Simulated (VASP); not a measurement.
# Ni (Fm-3m) in VASP: single point with LDA+U

Aim: the single point of Ni with LDA+U.

All numbers are computed with VASP 6.6.1; they aren't measurements. Logs are shortened: lines on timing, memory, paths and dates and some standing lists are left out, and cuts for length are marked.

### 1 The cell of the first run

Symmetry: Fm-3m, No. 225, cubic system. The conventional cell has a = 3.562 Å, b = 3.562 Å, c = 3.562 Å, α = 90.00°, β = 90.00°, γ = 90.00°. Within 3.3 Å of Ni (site symmetry m-3m) lie 12 Ni at 2.52 Å.

### 2 Single point, LDA+U, collinear spin, ferromagnetic start

File INCAR:

```
SYSTEM = Ni
ALGO     = Normal         ! electronic algorithm
EDIFF    = 1E-6           ! SCF threshold, eV
ENCUT    = 590            ! plane-wave cutoff, eV
GGA      = CA             ! functional
GGA_COMPAT= .False.      
ISIF     = 2              ! what is computed and relaxed
ISMEAR   = 0              ! smearing method
ISPIN    = 2              ! spin polarisation
LASPH    = .True.         ! aspherical terms in the spheres
LCHARG   = .True.         ! write CHGCAR
LDAU     = .True.         ! DFT+U
LDAUJ    = 0            
LDAUL    = 2              ! shell
LDAUPRINT= 1            
LDAUTYPE = 2            
LDAUU    = 4.2            ! U, eV
LELF     = .True.         ! ELF
LMAXMIX  = 4              ! l up to which the mixer works
LORBIT   = 11             ! projections on sites
LREAL    = .False.        ! projectors in reciprocal space
LVHAR    = .True.       
LWAVE    = .False.        ! write WAVECAR
MAGMOM   = 0.2            ! initial moments
NBANDS   = 19             ! bands
NELM     = 200            ! most SCF steps
PREC     = Accurate       ! precision mode
SIGMA    = 0.05           ! smearing width, eV
```

File KPOINTS:

```
k-points
0
Gamma
  15 15 15
  0 0 0
```

File POSCAR:

```
Ni
1.0
    0.0000000000      1.7810000000      1.7810000000
    1.7810000000      0.0000000000      1.7810000000
    1.7810000000      1.7810000000      0.0000000000
Ni
1
Direct
    0.0000000000      0.0000000000      0.0000000000
```

Potentials or basis: VASP PAW LDA potentials, release 64 (Ni_sv_GW).

Run with:

```bash
cat potpaw_LDA.64/Ni_sv_GW/POTCAR > POTCAR
mpirun -np 1 vasp_std > vasp.out
```

OUTCAR:

```text
SYSTEM = Ni
   EDIFF = 1E-6
   ENCUT = 590
   GGA = CA
   ISIF = 2
   ISMEAR = 0
   ISPIN = 2
   LASPH = .True.
   LORBIT = 11
   LREAL = .False.
   NELM = 200
   PREC = Accurate

 ion  position               nearest neighbor table
   1  0.000  0.000  0.000-

  LATTYP: Found a face centered cubic cell.
 ALAT       =     3.5620000000

  Lattice vectors:

 A1 = (   0.0000000000,   1.7810000000,   1.7810000000)
 A2 = (   1.7810000000,   0.0000000000,   1.7810000000)
 A3 = (   1.7810000000,   1.7810000000,   0.0000000000)

Analysis of symmetry for initial positions (statically):
=====================================================================
 Subroutine PRICEL returns:
 Original cell was already a primitive cell.

 Routine SETGRP: Setting up the symmetry group for a
 face centered cubic supercell.

 Subroutine GETGRP returns: Found 48 space group operations
 (whereof 48 operations were pure point group operations)
 out of a pool of 48 trial point group operations.

The static configuration has the point symmetry O_h .

Analysis of symmetry for dynamics (positions and initial velocities):
=====================================================================
 Subroutine PRICEL returns:
 Original cell was already a primitive cell.

 Routine SETGRP: Setting up the symmetry group for a
 face centered cubic supercell.

 Subroutine GETGRP returns: Found 48 space group operations
 (whereof 48 operations were pure point group operations)
 out of a pool of 48 trial point group operations.

The dynamic configuration has the point symmetry O_h .

Analysis of structural, dynamic, and magnetic symmetry:
=====================================================================
 Subroutine PRICEL returns:
 Original cell was already a primitive cell.

 Routine SETGRP: Setting up the symmetry group for a
 face centered cubic supercell.

 Subroutine GETGRP returns: Found 48 space group operations
[... 157 lines left out ...]
  0.5975 -0.0000  0.0000  0.0000  0.0000
 -0.0000  0.5975 -0.0000  0.0000 -0.0000
  0.0000 -0.0000  0.8427 -0.0000  0.0000
  0.0000  0.0000 -0.0000  0.5975 -0.0000
  0.0000 -0.0000  0.0000 -0.0000  0.8427

 occupancies and eigenvectors

  o =  0.5975  v =  0.0000  0.0000  0.0000  0.0000  0.0000  0.0000  0.9954 -0.0000  0.0961  0.0000      0.0000  0.0000  0.0000  0.0000  0.0000  0.0000  0.0000  0.0000  0.0000  0.0000
  o =  0.5975  v =  0.0000  0.0000  0.0000  0.0000  0.0000  0.0000 -0.0961 -0.0000  0.9954 -0.0000      0.0000  0.0000  0.0000  0.0000  0.0000  0.0000  0.0000  0.0000  0.0000  0.0000
  o =  0.5975  v =  0.0000  0.0000  0.0000  0.0000  0.0000  1.0000  0.0000  0.0000  0.0000  0.0000      0.0000  0.0000  0.0000  0.0000  0.0000  0.0000  0.0000  0.0000  0.0000  0.0000
  o =  0.8427  v =  0.0000  0.0000  0.0000  0.0000  0.0000  0.0000  0.0000  0.0446  0.0000  0.9990      0.0000  0.0000  0.0000  0.0000  0.0000  0.0000  0.0000  0.0000  0.0000  0.0000
  o =  0.8427  v =  0.0000  0.0000  0.0000  0.0000  0.0000  0.0000 -0.0000 -0.9990 -0.0000  0.0446      0.0000  0.0000  0.0000  0.0000  0.0000  0.0000  0.0000  0.0000  0.0000  0.0000
  o =  0.8808  v =  0.0000  0.8580 -0.0000  0.5136  0.0000  0.0000  0.0000  0.0000  0.0000  0.0000      0.0000  0.0000  0.0000  0.0000  0.0000  0.0000  0.0000  0.0000  0.0000  0.0000
  o =  0.8808  v =  0.0000 -0.5136  0.0000  0.8580 -0.0000  0.0000  0.0000  0.0000  0.0000  0.0000      0.0000  0.0000  0.0000  0.0000  0.0000  0.0000  0.0000  0.0000  0.0000  0.0000
  o =  0.8808  v =  1.0000  0.0000  0.0000  0.0000  0.0000  0.0000  0.0000  0.0000  0.0000  0.0000      0.0000  0.0000  0.0000  0.0000  0.0000  0.0000  0.0000  0.0000  0.0000  0.0000
  o =  0.8905  v =  0.0000 -0.0000  0.0366  0.0000  0.9993  0.0000  0.0000  0.0000  0.0000  0.0000      0.0000  0.0000  0.0000  0.0000  0.0000  0.0000  0.0000  0.0000  0.0000  0.0000
  o =  0.8905  v =  0.0000 -0.0000 -0.9993  0.0000  0.0366  0.0000  0.0000  0.0000  0.0000  0.0000      0.0000  0.0000  0.0000  0.0000  0.0000  0.0000  0.0000  0.0000  0.0000  0.0000

 number of electron      17.9999993 magnetization       0.8465170

 Free energy of the ion-electron system (eV)
  ---------------------------------------------------
  ext. energy  EPLUGINS =         0.00000000
  ---------------------------------------------------
  free energy    TOTEN  =        -4.05474998 eV

  energy without entropy =       -4.05315212  energy(sigma->0) =       -4.05395105

 E-fermi :   6.9186     XC(G=0): -14.0275

 val. band max:        6.9142536362   @ k =   0.4000   0.0667   0.0000
 cond. band min:       6.9214635876   @ k =   0.4000   0.3333   0.0667
 fundamental gap:      0.0072099514
 Fermi energy:         6.9185877502

 spin component 1

 k-point     1 :       0.0000    0.0000    0.0000
  band No.  band energies     occupation
      1     -95.0334      1.00000
      2     -55.9284      1.00000
      3     -55.9284      1.00000
      4     -55.9284      1.00000
      5      -1.8184      1.00000
      6       3.4458      1.00000
[... 1049 lines left out ...]
     18      42.0662      0.00000
     19      46.1270      0.00000

 [... further k-points ...]

------------------------ aborting loop because EDIFF is reached ----------------------------------------

  FORCE on cell =-STRESS in cart. coord.  units (eV):
  Direction    XX          YY          ZZ          XY          YZ          ZX
  --------------------------------------------------------------------------------------
  -------------------------------------------------------------------------------------
  Total       -1.6417465     -1.6417465     -1.6417465      0.0000000      0.0000000      0.0000000
  in kB     -232.8064067   -232.8064067   -232.8064067      0.0000000      0.0000000      0.0000000
  external PRESSURE =    -232.8064067 kB  Pullay stress =       0.0000000 kB

 VOLUME and BASIS-vectors are now :
 -----------------------------------------------------------------------------
  energy-cutoff  :      590.00
  volume of cell :       11.30
      direct lattice vectors                 reciprocal lattice vectors
     0.000000000  1.781000000  1.781000000    -0.280741157  0.280741157  0.280741157
     1.781000000  0.000000000  1.781000000     0.280741157 -0.280741157  0.280741157
     1.781000000  1.781000000  0.000000000     0.280741157  0.280741157 -0.280741157

 POSITION                                       TOTAL-FORCE (eV/Angst)
 -----------------------------------------------------------------------------------
      0.00000      0.00000      0.00000        -0.000000     -0.000000     -0.000000
 -----------------------------------------------------------------------------------
    total drift:                               -0.000000     -0.000000     -0.000000

  FREE ENERGIE OF THE ION-ELECTRON SYSTEM (eV)
  ---------------------------------------------------
  free  energy   TOTEN  =        -4.0547499766 eV

  energy  without entropy=       -4.0531521212  energy(sigma->0) =       -4.05395105

 total charge

# of ion       s       p       d       f       tot
--------------------------------------------------
    1        2.233   6.266   7.871   0.004  16.373

 magnetization (x)

# of ion       s       p       d       f       tot
--------------------------------------------------
    1       -0.003  -0.025   0.945  -0.000   0.917
```

OSZICAR:

```text
N       E                     dE             d eps       ncg     rms          rms(c)
DAV:   1     0.175269012716E+03    0.17527E+03   -0.92930E+03 13285   0.345E+03
DAV:   2     0.118441633752E+01   -0.17408E+03   -0.16379E+03 14137   0.790E+02
DAV:   3    -0.556545552191E+01   -0.67499E+01   -0.66786E+01 14490   0.201E+02
DAV:   4    -0.564871892195E+01   -0.83263E-01   -0.83234E-01 14344   0.125E+01
DAV:   5    -0.564986856318E+01   -0.11496E-02   -0.11495E-02 13578   0.109E+00    0.121E+01
DAV:   6    -0.508485657124E+01    0.56501E+00   -0.70490E+00 10514   0.249E+02    0.862E+00
DAV:   7    -0.405923787491E+01    0.10256E+01   -0.28439E+00 10604   0.132E+02    0.261E+00
DAV:   8    -0.404275473187E+01    0.16483E-01   -0.64459E-02 16173   0.190E+01    0.854E-01
DAV:   9    -0.405084658458E+01   -0.80919E-02   -0.19411E-03 16345   0.302E+00    0.442E-01
DAV:  10    -0.405378180141E+01   -0.29352E-02   -0.11333E-03 14682   0.395E+00    0.246E-01
DAV:  11    -0.405443696834E+01   -0.65517E-03   -0.18181E-04 14299   0.967E-01    0.123E-01
DAV:  12    -0.405471865908E+01   -0.28169E-03   -0.40167E-05 15393   0.639E-01    0.649E-02
DAV:  13    -0.405475012598E+01   -0.31467E-04   -0.10546E-05 12627   0.338E-01    0.802E-03
DAV:  14    -0.405474997663E+01    0.14935E-06   -0.12086E-06  7853   0.958E-02
   1 F= -.40547500E+01 E0= -.40539510E+01  d E =-.159786E-02  mag=     0.8452
```

stdout:

```text
POSCAR found type information on POSCAR Ni
 POSCAR found :  1 types and       1 ions
 scaLAPACK will be used
 LDA part: xc-table for (Slater(with rela. corr.)+CA(PZ))
 , standard interpolation
 POSCAR, INCAR and KPOINTS ok, starting setup
 FFT: planning ... GRIDC
 FFT: planning ... GRID_SOFT
 FFT: planning ... GRID
 WAVECAR not read
 entering main loop
```

Run time: 93 s. Hardware: 1 thread of AMD EPYC 7R43 (Zen 3), shared host; peak memory 0.13 GiB.

What came out:

```yaml
Free_energy: -4.0547 eV
Pressure: -23.3 GPa
Net_moment: 0.85 μB per cell
Site_moments: Ni +0.92 μB
Valence_electrons_inside_the_program's_atomic_spheres: Ni 16.37
```

Eigenvalues of the final occupation matrices:
```
    site  spin  trace               eigenvalues
site 1 d     1   4.42  0.88 0.88 0.88 0.89 0.89
site 1 d     2   3.48  0.60 0.60 0.60 0.84 0.84
```

Caveat: the cell stands under tension; the U is typed as a test and isn't derived for this compound.
